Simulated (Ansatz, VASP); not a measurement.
**Two plane-wave programs on TiC8**

```
Ti C
1.0
     5.00131    0.00000    0.00000
    -2.50066    4.33126    0.00000
     0.00000    0.00000    3.63490
Ti C
1 8
Direct
  0.00000 0.00000 0.50000
  0.33333 0.66667 0.00000
  0.33654 0.16827 0.00000
  0.83173 0.66346 0.00000
  0.83173 0.16827 0.00000
  0.16827 0.83173 0.00000
  0.16827 0.33654 0.00000
  0.66346 0.83173 0.00000
  0.66667 0.33333 0.00000
```

Alike in both runs: functional PBE; dispersion D3(BJ); k mesh 6 × 6 × 6; occupations gaussian, width 0.1 eV; no spin polarisation.

Ansatz relaxed the structure, and its values are those at the end. VASP's run is a single point on that final structure, the one shown.

```csv
,VASP,Ansatz
version,VASP 6.6.1,Ansatz 0.2.0
potentials or method,"VASP PAW PBE potentials, release 64 (Ti_sv, C), cutoff 520 eV","scalar-relativistic, plane waves, PAW"
valence electrons in the cell,44,44
```

```tsv
	VASP	Ansatz	Ansatz less VASP
gap on the k mesh at the Fermi level (eV)	none	none	-
pressure (GPa)	0.5	0.0	-0.48
rms of the force components (eV/Å)	0.016	0.009	-0.0063
```

A gap of «none» marks a metal or a gap that the smearing closes.
